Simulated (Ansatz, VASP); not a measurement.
## One calculation of Ti, two programs

```
CELL_PARAMETERS angstrom
0.00000 2.00796 2.05586
2.00796 0.00000 2.05586
2.00796 2.00796 0.00000
ATOMIC_POSITIONS crystal
Ti 0.00000 0.00000 0.00000
```

Change from the starting cell: normal strain along x -0.0233, normal strain along y -0.0233.

Alike in both runs: task single point; functional PBE; k mesh 18 × 18 × 18; occupations gaussian, width 0.15 eV; no spin polarisation.

|  | VASP | Ansatz |
| --- | --- | --- |
| version | VASP 6.6.1 | Ansatz 0.2.0 |
| potentials or method | VASP PAW PBE potentials, release 64 (Ti_sv), cutoff 520 eV | scalar-relativistic, plane waves, PAW |
| valence electrons in the cell | 12 | 12 |

|  | VASP | Ansatz | Ansatz less VASP |
| --- | --- | --- | --- |
| gap on the k mesh at the Fermi level (eV) | none | none | - |
| pressure (GPa) | 5.2 | 5.6 | +0.31 |
| traceless stress, the component that is largest in VASP (GPa) | -0.57 | -0.56 | +0.009 |

A gap of «none» marks a metal or a gap that the smearing closes.
